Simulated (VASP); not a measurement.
Input of a VASP 6.6.1 run:

The input INCAR:

```
SYSTEM = SnTe
  PREC = Accurate
  ENCUT = 520
  EDIFF = 1E-6
  ISMEAR = -1
  SIGMA = 0.05
  LREAL = Auto
  LASPH = .True.
  NELM = 100
  ALGO = Normal
  ISIF = 2
  LWAVE = .False.
  LCHARG = .True.
  GGA = PS
  LVHAR = .True.
  NBANDS = 94
  KPAR = 4
```

File KPOINTS:

```
Automatic mesh
0
Gamma
  6 6 1
  0 0 0
```

The input POSCAR:

```
SnTe
1.0
    3.1422500000      3.1422500000      0.0000000000
   -3.1422500000      3.1422500000      0.0000000000
    0.0000000000      0.0000000000     34.9957470000
Te Sn
8 8
Direct
    0.5038990000      0.4985590000      0.1854410000
    0.5032610000      0.4987930000      0.3649580000
    0.5020140000      0.5002050000      0.5447720000
    0.5017610000      0.5013510000      0.7249860000
    0.0045370000      0.9993770000      0.2752470000
    0.0025720000      0.9994090000      0.4554770000
    0.0009630000      0.0006850000      0.6352950000
    0.0007560000      0.0018030000      0.8147680000
    0.9973720000      0.9953420000      0.1907600000
    0.9985300000      0.9967450000      0.3677080000
    0.9985650000      0.0000280000      0.5469710000
    0.9971580000      0.0021500000      0.7289540000
    0.5008950000      0.4978300000      0.2712130000
    0.4987100000      0.4984240000      0.4531880000
    0.4954130000      0.5009880000      0.6324530000
    0.4907230000      0.5034040000      0.8094440000
```

Potentials or basis: VASP PAW PBE potentials, release 64 (Te, Sn_d).

Launch:

```bash
$ cat potpaw_PBE.64/Te/POTCAR potpaw_PBE.64/Sn_d/POTCAR > POTCAR
$ mpirun -np 4 vasp_std > vasp.out
```

Task: Estimate the largest force.

Result: 0.027 eV/Å.

Task: What does it give for the band gap on the k mesh?

Result: 0.48 eV.

Forces on the atoms (eV/Å):
```
Te   0.000  0.001 -0.007
Te  -0.003  0.001 -0.004
Te  -0.002 -0.002 -0.009
Te  -0.008 -0.008 -0.024
Te  -0.004 -0.007  0.017
Te  -0.003 -0.003  0.001
Te   0.001  0.005 -0.004
Te  -0.001 -0.003  0.006
Sn   0.001  0.004 -0.016
Sn  -0.003  0.004  0.000
Sn   0.006  0.005  0.005
Sn   0.006  0.003 -0.007
Sn   0.001  0.005  0.014
Sn  -0.001  0.006  0.005
Sn  -0.003 -0.005  0.008
Sn   0.014 -0.007  0.013
```

Caveat: there is no dipole correction, which matters where the two faces differ; semilocal functionals underestimate gaps, and a narrow one can read as zero; the PAW data sets were made with another functional, which shifts forces and pressure a little; spin-orbit coupling is left out, which moves the levels of the heavy elements.
